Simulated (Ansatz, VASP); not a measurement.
# C: VASP beside Ansatz

```
C
1.0
     2.50208    0.00000    0.00000
    -1.25104    2.16686    0.00000
     0.00000    0.00000   16.58660
C
16
Direct
  0.00000 0.00000 0.99949
  0.00000 0.00000 0.09341
  0.33333 0.66667 0.12491
  0.33333 0.66667 0.21884
  0.00000 0.00000 0.25034
  0.00000 0.00000 0.34426
  0.33333 0.66667 0.37573
  0.33333 0.66667 0.46975
  0.00000 0.00000 0.50099
  0.00000 0.00000 0.59361
  0.66667 0.33333 0.62481
  0.66667 0.33333 0.71894
  0.00000 0.00000 0.75014
  0.00000 0.00000 0.84276
  0.33333 0.66667 0.87400
  0.33333 0.66667 0.96802
```

Alike in both runs: functional PBEsol; k mesh 12 × 12 × 2; occupations gaussian, width 0.02 eV; no spin polarisation.

Ansatz relaxed the structure, and its values are those at the end. VASP's run is a single point on that final structure, the one shown.

```csv
,VASP,Ansatz
version,VASP 6.6.1,Ansatz 0.2.0
potentials or method,"VASP PAW PBE potentials, release 64 (C_h), cutoff 1300 eV","scalar-relativistic, plane waves, PAW"
valence electrons in the cell,64,64
```

|  | VASP | Ansatz | Ansatz less VASP |
| --- | --- | --- | --- |
| gap on the k mesh at the Fermi level (eV) | 3.61 | 3.62 | +0.007 |
| least direct gap on the mesh (eV) | 5.07 | 5.07 | -0.001 |
| pressure (GPa) | 0.1 | 0.0 | -0.15 |

VASP's potentials were made for PBE, not for PBEsol.
